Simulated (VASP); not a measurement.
# BaTiO3 (R3m) in VASP: a series of runs

The runs below take BaTiO3 through single point, with PBE.

Program: VASP 6.6.1. These are calculated values, not measurements. Logs are shortened: lines on timing, memory, paths and dates and some standing lists are left out, and cuts for length are marked.

### Step 1. The cell of the first run

It takes space group R3m (No. 160, trigonal). Conventional cell: a = 5.655 Å, b = 5.655 Å, c = 7.023 Å, α = 90.00°, β = 90.00°, γ = 120.00°. Within 3.7 Å of Ba (site symmetry 3m) lie 12 O at 2.77 to 2.94 Å and 8 Ti at 3.42 to 3.60 Å. Within 2.5 Å of Ti (site symmetry 3m) lie 6 O at 1.88 to 2.15 Å. Within 2.5 Å of O (site symmetry m) lie 2 Ti at 1.88 to 2.15 Å.

### Step 2. Single point, PBE (z stretched by +1 %, then relaxed in part)

INCAR

```
PREC = Accurate ; ENCUT = 520
EDIFF = 1E-6 ; ISMEAR = -1
SIGMA = 0.02 ; LREAL = False
LASPH = True ; NELM = 80
ALGO = Normal ; ISIF = 2
LWAVE = False ; LCHARG = False
GGA = PE ; NBANDS = 28
```

KPOINTS

```
regular mesh
0
Gamma
  8 8 8
```

POSCAR

```
BaTiO3
1.0
    2.8276671207      1.6325543733      2.3409093328
   -2.8276671207      1.6325543733      2.3409093328
    0.0000000000     -3.2651087466      2.3409093328
Ba Ti O
1 1 3
Direct
   -0.0029961267     -0.0029961267     -0.0029961267
    0.4843063055      0.4843063055      0.4843063055
    0.5110056624      0.5110056624      0.0179784963
    0.0179784963      0.5110056624      0.5110056624
    0.5110056624      0.0179784963      0.5110056624
```

Potentials or basis: VASP PAW PBE potentials, release 64 (Ba_sv, Ti_sv, O).

Run with:

```console
> cat potpaw_PBE.64/Ba_sv/POTCAR potpaw_PBE.64/Ti_sv/POTCAR potpaw_PBE.64/O/POTCAR > POTCAR
> mpirun -np 1 vasp_std > vasp.out
```

OUTCAR:

```text
PREC = Accurate
   ENCUT = 520
   EDIFF = 1E-6
   ISMEAR = -1
   LREAL = False
   LASPH = True
   NELM = 80
   ISIF = 2
   GGA = PE

 ion  position               nearest neighbor table
   1  0.997  0.997  0.997-   3 2.77   4 2.77   5 2.77   4 2.83   5 2.83   5 2.83   4 2.83   3 2.83
                             3 2.83   3 2.94   4 2.94   5 2.94   2 3.42   2 3.44   2 3.44   2 3.44
   2  0.484  0.484  0.484-   3 1.88   4 1.88   5 1.88   3 2.15   4 2.15   5 2.15   1 3.42   1 3.44
                             1 3.44   1 3.44   1 3.50   1 3.50   1 3.50   1 3.60
   3  0.511  0.511  0.018-   2 1.88   2 2.15   1 2.77   1 2.83   1 2.83   1 2.94
   4  0.018  0.511  0.511-   2 1.88   2 2.15   1 2.77   1 2.83   1 2.83   1 2.94
   5  0.511  0.018  0.511-   2 1.88   2 2.15   1 2.77   1 2.83   1 2.83   1 2.94

  LATTYP: Found a trigonal (rhomboedric) cell.
 ALAT       =     4.0175604080
 COS(alpha) =     0.0092553664

  Lattice vectors:

 A1 = (   2.8276671207,   1.6325543733,   2.3409093328)
 A2 = (  -2.8276671207,   1.6325543733,   2.3409093328)
 A3 = (   0.0000000000,  -3.2651087466,   2.3409093328)

Analysis of symmetry for initial positions (statically):
=====================================================================
 Subroutine PRICEL returns:
 Original cell was already a primitive cell.

 Routine SETGRP: Setting up the symmetry group for a
 trigonal (rhombohedral) supercell.

 Subroutine GETGRP returns: Found  6 space group operations
 (whereof  6 operations were pure point group operations)
 out of a pool of 12 trial point group operations.

The static configuration has the point symmetry C_3v.

Analysis of symmetry for dynamics (positions and initial velocities):
=====================================================================
 Subroutine PRICEL returns:
 Original cell was already a primitive cell.

 Routine SETGRP: Setting up the symmetry group for a
 trigonal (rhombohedral) supercell.

 Subroutine GETGRP returns: Found  6 space group operations
 (whereof  6 operations were pure point group operations)
 out of a pool of 12 trial point group operations.

The dynamic configuration has the point symmetry C_3v.

 Subroutine INISYM returns: Found  6 space group operations
 (whereof  6 operations are pure point group operations),
 and found     1 'primitive' translations

----------------------------------------------------------------------------------------

                                     Primitive cell

  volume of cell :      64.8383

  direct lattice vectors                    reciprocal lattice vectors
     2.827667121  1.632554373  2.340909333     0.176824208  0.102089504  0.142394807
    -2.827667121  1.632554373  2.340909333    -0.176824208  0.102089504  0.142394807
     0.000000000 -3.265108747  2.340909333     0.000000000 -0.204179009  0.142394807

  length of vectors
     4.017560408  4.017560408  4.017560408     0.248928401  0.248928401  0.248928401

  position of ions in fractional coordinates (direct lattice)
     0.997003873  0.997003873  0.997003873
     0.484306305  0.484306305  0.484306305
     0.511005662  0.511005662  0.017978496
     0.017978496  0.511005662  0.511005662
     0.511005662  0.017978496  0.511005662

  ion indices of the primitive-cell ions
   primitive index   ion index
                 1           1
                 2           2
                 3           3
                 4           4
                 5           5

----------------------------------------------------------------------------------------

 KPOINTS: regular mesh

Automatic generation of k-mesh.
 Grid dimensions read from file:
 generate k-points for:    8    8    8

 Generating k-lattice:

  Cartesian coordinates                     Fractional coordinates (reciprocal lattice)
     0.022103026  0.012761188  0.017799351     0.125000000 -0.000000000  0.000000000
    -0.022103026  0.012761188  0.017799351    -0.000000000  0.125000000  0.000000000
     0.000000000 -0.025522376  0.017799351     0.000000000  0.000000000  0.125000000

  Length of vectors
     0.031116050  0.031116050  0.031116050

  Shift w.r.t. Gamma in fractional coordinates (k-lattice)
     0.000000000  0.000000000  0.000000000

 Subroutine IBZKPT returns following result:
 ===========================================

 Found     65 irreducible k-points:

 Following reciprocal coordinates:
            Coordinates               Weight
  0.000000  0.000000  0.000000      1.000000
  0.125000  0.000000  0.000000      6.000000
  0.250000  0.000000  0.000000      6.000000
  0.375000  0.000000  0.000000      6.000000
  0.500000  0.000000  0.000000      3.000000
  0.125000  0.125000  0.000000      6.000000
[... 16 lines left out ...]
  0.250000  0.125000  0.125000      6.000000
  0.375000  0.125000  0.125000      6.000000
 [... further k-points ...]
   k-points           NKPTS =     65   k-points in BZ     NKDIM =     65   number of bands    NBANDS=     28
   number of dos      NEDOS =    301   number of ions     NIONS =      5
   total plane-waves  NPLWV =  27000
   dimension x,y,z NGX =    30 NGY =   30 NGZ =   30
   dimension x,y,z NGXF=    60 NGYF=   60 NGZF=   60
   ions per type =               1   1   3
   NGX,Y,Z   is equivalent  to a cutoff of  12.41, 12.41, 12.41 a.u.
   NGXF,Y,Z  is equivalent  to a cutoff of  24.83, 24.83, 24.83 a.u.
 SYSTEM =  unknown system
   PREC   = accura    normal or accurate (medium, high low for compatibility)
   ISTART =      0    job   : 0-new  1-cont  2-samecut
   ICHARG =      2    charge: 1-file 2-atom 10-const
   ISPIN  =      1    spin polarized calculation?
   LNONCOLLINEAR =      F non collinear calculations
   LSORBIT =      F    spin-orbit coupling
   LASPH  =      T    aspherical Exc in radial PAW
   ENCUT  =  520.0 eV  38.22 Ry    6.18 a.u.   7.47  7.47  7.47*2*pi/ulx,y,z
   NELM   =     80;   NELMIN=  2; NELMDL= -5     # of ELM steps
   EDIFF  = 0.1E-05   stopping-criterion for ELM
   LREAL  =      F    real-space projection
   EDIFFG = 0.1E-04   stopping-criterion for IOM
   NSW    =      0    number of steps for IOM
   IBRION =     -1    ionic relax: 0-MD 1-quasi-New 2-CG
   NFREE  =      0    steps in history (QN), initial steepest desc. (CG)
   ISIF   =      2    stress and relaxation
   ISYM   =      2    0-nonsym 1-usesym 2-fastsym
   POTIM  = 0.5000    time-step for ionic-motion
   TEBEG  =    0.0;   TEEND  =   0.0 temperature during run
   PSTRESS=    0.0 pullay stress
   NELECT =      40.0000    total number of electrons
   NUPDOWN=      -1.0000    fix difference up-down
   EMIN   =  10.00;   EMAX   =-10.00  energy-range for DOS
   EFERMI =   0.00;   METHOD = LEGACY
   ISMEAR =    -1;   SIGMA  =   0.02  broadening in eV -4-tet -1-fermi 0-gaus
   EFERMI_NEDOS =   21; number of points for ismear=-14 and -15
   IALGO  =     38    algorithm
   IMIX   =      4    mixing-type and parameters
     AMIX     =   0.40;   BMIX     =  1.00
     AMIX_MAG =   1.60;   BMIX_MAG =  1.00
  volume/ion in A,a.u.               =      12.97        87.51
  Fermi-wavevector in a.u.,A,eV,Ry     =   1.393641  2.633600 26.425713  1.942235
  Thomas-Fermi vector in A             =   2.517267
   LORBIT       =      0    0 simple, 1 ext, 2 COOP (PROOUT), +10 PAW based schemes
   GGA     = PE    functional components
[... 5 lines left out ...]
 non-spin polarized calculation
  energy-cutoff  :      520.00
  volume of cell :       64.84
 maximum number of plane-waves:      1767
 NGX is ok and might be reduce to    30
   NGX = 15   NGY = 15   NGZ = 15

 number of electron      39.9999996 magnetization

 Free energy of the ion-electron system (eV)
  ---------------------------------------------------
  ext. energy  EPLUGINS =         0.00000000
  ---------------------------------------------------
  free energy    TOTEN  =       -40.01282565 eV

  energy without entropy =      -40.01282565  energy(sigma->0) =      -40.01282565

 E-fermi :   4.2021     XC(G=0): -11.1820

 val. band max:        3.6778598028   @ k =   0.5000   0.5000   0.5000
 cond. band min:       6.0877326521   @ k =   0.0000   0.0000   0.0000
 fundamental gap:      2.4098728493
 Fermi energy:         4.2020991292

 k-point     1 :       0.0000    0.0000    0.0000
  band No.  band energies     occupation
      1     -52.6271      2.00000
      2     -28.8813      2.00000
      3     -28.8813      2.00000
      4     -28.8737      2.00000
      5     -21.1334      2.00000
      6     -13.1147      2.00000
[... 20 lines left out ...]
     27       8.7648      0.00000
     28      10.9316      0.00000

 k-point     2 :       0.1250    0.0000    0.0000
  band No.  band energies     occupation
      1     -52.6269      2.00000
      2     -28.8874      2.00000
      3     -28.8811      2.00000
      4     -28.8748      2.00000
      5     -21.1173      2.00000
      6     -13.1217      2.00000
[... 20 lines left out ...]
     27       9.0631      0.00000
     28      11.3026      0.00000

 k-point     3 :       0.2500    0.0000    0.0000
  band No.  band energies     occupation
      1     -52.6266      2.00000
      2     -28.9046      2.00000
      3     -28.8804      2.00000
      4     -28.8748      2.00000
      5     -21.0779      2.00000
      6     -13.1807      2.00000
[... 20 lines left out ...]
     27       9.8496      0.00000
     28      12.0633      0.00000

 k-point     4 :       0.3750    0.0000    0.0000
  band No.  band energies     occupation
      1     -52.6262      2.00000
      2     -28.9222      2.00000
      3     -28.8797      2.00000
      4     -28.8742      2.00000
      5     -21.0378      2.00000
      6     -13.2786      2.00000
[... 578 lines left out ...]
     27       9.5860      0.00000
     28      11.6587      0.00000

 k-point    23 :       0.2500    0.1250    0.1250
  band No.  band energies     occupation
      1     -52.6263      2.00000
      2     -28.9038      2.00000
      3     -28.8872      2.00000
      4     -28.8819      2.00000
      5     -21.0529      2.00000
      6     -13.0976      2.00000
[... 20 lines left out ...]
     27      10.3293      0.00000
     28      12.0194      0.00000

 k-point    24 :       0.3750    0.1250    0.1250
  band No.  band energies     occupation
      1     -52.6259      2.00000
      2     -28.9213      2.00000
      3     -28.8865      2.00000
      4     -28.8813      2.00000
      5     -21.0164      2.00000
      6     -13.1523      2.00000
[... 20 lines left out ...]
     27      11.2229      0.00000
     28      12.3305      0.00000

 [... further k-points ...]
[... 5 lines left out ...]
  --------------------------------------------------------------------------------------
  -------------------------------------------------------------------------------------
  Total        2.3914006      2.3914006      1.5718683      0.0000000      0.0000000      0.0000000
  in kB       59.0923334     59.0923334     38.8414072      0.0000000      0.0000000      0.0000000
  external PRESSURE =      52.3420247 kB  Pullay stress =       0.0000000 kB

 VOLUME and BASIS-vectors are now :
 -----------------------------------------------------------------------------
  energy-cutoff  :      520.00
  volume of cell :       64.84
      direct lattice vectors                 reciprocal lattice vectors
     2.827667121  1.632554373  2.340909333     0.176824208  0.102089504  0.142394807
    -2.827667121  1.632554373  2.340909333    -0.176824208  0.102089504  0.142394807
     0.000000000 -3.265108747  2.340909333     0.000000000 -0.204179009  0.142394807

 POSITION                                       TOTAL-FORCE (eV/Angst)
 -----------------------------------------------------------------------------------
      0.00000      0.00000      7.00169         0.000000     -0.000000      0.038332
      0.00000      0.00000      3.40115         0.000000     -0.000000      0.082495
      0.00000      1.60979      2.43452         0.000000      0.018872     -0.040276
     -1.39412     -0.80489      2.43452        -0.016343     -0.009436     -0.040276
      1.39412     -0.80489      2.43452         0.016343     -0.009436     -0.040276
 -----------------------------------------------------------------------------------
    total drift:                               -0.000000      0.000002     -0.000899

  FREE ENERGIE OF THE ION-ELECTRON SYSTEM (eV)
  ---------------------------------------------------
  free  energy   TOTEN  =       -40.0128256519 eV

  energy  without entropy=      -40.0128256519  energy(sigma->0) =      -40.01282565
```

Run time: 61 s. Hardware: 1 thread of Intel Xeon 6975P-C (Granite Rapids), shared host; peak memory 0.24 GiB.

Results:

```yaml
Free_energy: -40.0128 eV
Pressure: 5.2 GPa
Largest_force: 0.082 eV/Å
Band_gap_on_the_k_mesh: 2.41 eV, indirect (least direct gap 2.81 eV)
```

Forces on the atoms (eV/Å):
```
Ba   0.000  0.000  0.038
Ti   0.000  0.000  0.082
O    0.000  0.019 -0.040
O   -0.016 -0.009 -0.040
O    0.016 -0.009 -0.040
```

Stress tensor (GPa, compression positive):
```
5.91 0.00 0.00
0.00 5.91 0.00
0.00 0.00 3.88
```

Caveat: the cell differs from its parent crystal (z stretched by +1 %, then relaxed in part); spin-orbit coupling is left out, which moves the levels of the heavy elements.

### Step 3. Single point, PBE (volume scaled by 1.02, then relaxed in part)

INCAR

```
SYSTEM = BaTiO3
ALGO = Normal ; EDIFF = 1E-6
ENCUT = 520 ; GGA = PE
ISIF = 2 ; ISMEAR = -1
LASPH = .True. ; LCHARG = .False.
LREAL = .False. ; LWAVE = .False.
NBANDS = 28 ; NELM = 60
PREC = Accurate ; SIGMA = 0.02
```

KPOINTS

```
k-points
0
Gamma
  8 8 8
  0 0 0
```

POSCAR

```
BaTiO3
1.0
    2.8463939388      1.6433663068      2.3330816787
   -2.8463939388      1.6433663068      2.3330816787
    0.0000000000     -3.2867326135      2.3330816787
Ba Ti O
1 1 3
Direct
   -0.0032980179     -0.0032980179     -0.0032980179
    0.4835946493      0.4835946493      0.4835946493
    0.5107950809      0.5107950809      0.0194132068
    0.0194132068      0.5107950809      0.5107950809
    0.5107950809      0.0194132068      0.5107950809
```

Potentials or basis: VASP PAW PBE potentials, release 64 (Ba_sv, Ti_sv, O).

Run with:

```console
> cat potpaw_PBE.64/Ba_sv/POTCAR potpaw_PBE.64/Ti_sv/POTCAR potpaw_PBE.64/O/POTCAR > POTCAR
> mpirun -np 1 vasp_std > vasp.out
```

OUTCAR:

```text
SYSTEM = BaTiO3
   EDIFF = 1E-6
   ENCUT = 520
   GGA = PE
   ISIF = 2
   ISMEAR = -1
   LASPH = .True.
   LREAL = .False.
   NELM = 60
   PREC = Accurate

 ion  position               nearest neighbor table
   1  0.997  0.997  0.997-   4 2.77   5 2.77   3 2.77   5 2.85   4 2.85   4 2.85   5 2.85   3 2.85
                             3 2.85   4 2.94   5 2.94   3 2.94   2 3.41   2 3.46   2 3.46   2 3.46
   2  0.484  0.484  0.484-   3 1.88   4 1.88   5 1.88   3 2.17   4 2.17   5 2.17   1 3.41   1 3.46
                             1 3.46   1 3.46   1 3.52   1 3.52   1 3.52   1 3.59
[... 952 lines left out ...]
  -------------------------------------------------------------------------------------
  Total        1.5478645      1.5478645      1.6780191      0.0000000      0.0000000     -0.0000000
  in kB       37.8732825     37.8732825     41.0579173      0.0000000      0.0000000     -0.0000000
  external PRESSURE =      38.9348274 kB  Pullay stress =       0.0000000 kB

 VOLUME and BASIS-vectors are now :
 -----------------------------------------------------------------------------
  energy-cutoff  :      520.00
  volume of cell :       65.48
      direct lattice vectors                 reciprocal lattice vectors
     2.846393939  1.643366307  2.333081679     0.175660857  0.101417843  0.142872552
    -2.846393939  1.643366307  2.333081679    -0.175660857  0.101417843  0.142872552
     0.000000000 -3.286732613  2.333081679     0.000000000 -0.202835687  0.142872552

 POSITION                                       TOTAL-FORCE (eV/Angst)
 -----------------------------------------------------------------------------------
      0.00000      0.00000      6.97616         0.000000      0.000000      0.038963
      0.00000      0.00000      3.38480         0.000000      0.000000      0.075726
      0.00000      1.61504      2.42875         0.000000      0.028557     -0.038230
     -1.39867     -0.80752      2.42875        -0.024731     -0.014279     -0.038230
      1.39867     -0.80752      2.42875         0.024731     -0.014279     -0.038230
 -----------------------------------------------------------------------------------
    total drift:                                0.000000      0.000002     -0.000540

  FREE ENERGIE OF THE ION-ELECTRON SYSTEM (eV)
  ---------------------------------------------------
  free  energy   TOTEN  =       -40.0328893129 eV

  energy  without entropy=      -40.0328893129  energy(sigma->0) =      -40.03288931
```

OSZICAR:

```text
N       E                     dE             d eps       ncg     rms          rms(c)
DAV:   1     0.439231205102E+03    0.43923E+03   -0.20750E+04  3640   0.155E+03
DAV:   2    -0.363134536661E+01   -0.44286E+03   -0.42155E+03  4196   0.430E+02
DAV:   3    -0.484373896728E+02   -0.44806E+02   -0.44433E+02  5044   0.135E+02
DAV:   4    -0.505848603872E+02   -0.21475E+01   -0.21429E+01  5524   0.252E+01
DAV:   5    -0.506462833502E+02   -0.61423E-01   -0.61412E-01  4916   0.334E+00    0.236E+01
DAV:   6    -0.402350266911E+02    0.10411E+02   -0.56296E+01  5496   0.681E+01    0.102E+01
DAV:   7    -0.402211389935E+02    0.13888E-01   -0.11738E+01  4964   0.253E+01    0.720E+00
DAV:   8    -0.400311349000E+02    0.19000E+00   -0.59782E-01  4396   0.717E+00    0.379E+00
DAV:   9    -0.400614278273E+02   -0.30293E-01   -0.40261E-01  5428   0.565E+00    0.164E+00
DAV:  10    -0.400371563794E+02    0.24271E-01   -0.17187E-01  4404   0.423E+00    0.588E-01
DAV:  11    -0.400329843318E+02    0.41720E-02   -0.21421E-02  4420   0.881E-01    0.164E-01
DAV:  12    -0.400331741028E+02   -0.18977E-03   -0.32032E-03  4892   0.530E-01    0.148E-01
DAV:  13    -0.400328822219E+02    0.29188E-03   -0.10904E-03  4744   0.344E-01    0.183E-02
DAV:  14    -0.400328900814E+02   -0.78595E-05   -0.40913E-05  5012   0.449E-02    0.969E-03
DAV:  15    -0.400328898820E+02    0.19938E-06   -0.11220E-05  4392   0.274E-02    0.539E-03
DAV:  16    -0.400328893129E+02    0.56918E-06   -0.20014E-06  2964   0.149E-02
   1 F= -.40032889E+02 E0= -.40032889E+02  d E =-.290985E-11
```

Run time: 67 s. Hardware: 1 thread of Intel Xeon 6975P-C (Granite Rapids), shared host; peak memory 0.25 GiB.

What came out:

- Free energy: -40.0329 eV
- Pressure: 3.9 GPa
- Largest force: 0.076 eV/Å
- Band gap on the k mesh: 2.44 eV, indirect (least direct gap 2.90 eV)

Forces in eV/Å, atoms in the order of the input:
```
Ba   0.000  0.000  0.039
Ti   0.000  0.000  0.076
O    0.000  0.029 -0.038
O   -0.025 -0.014 -0.038
O    0.025 -0.014 -0.038
```

Levels at points of the mesh, in eV from the valence-band top:
```
           k point  band 16  band 17  band 18  band 19  band 20  band 21  band 22  band 23  band 24  band 25
(0.00, 0.00, 0.00)    -1.32    -1.03    -0.59    -0.46    -0.46     2.44     2.44     2.59     4.45     4.45
(0.50, 0.00, 0.00)    -2.04    -1.69    -1.58    -0.99    -0.86     2.60     3.72     3.85     4.41     6.00
(0.50, 0.50, 0.00)    -2.64    -1.61    -0.90    -0.85    -0.09     3.81     3.81     4.13     4.94     7.63
(0.50, 0.50, 0.50)    -2.39    -2.33    -0.03    -0.03     0.00     4.22     4.40     4.40     6.51     6.51
```

Caveat: spin-orbit coupling is left out, which moves the levels of the heavy elements. A k mesh can miss the band edges.
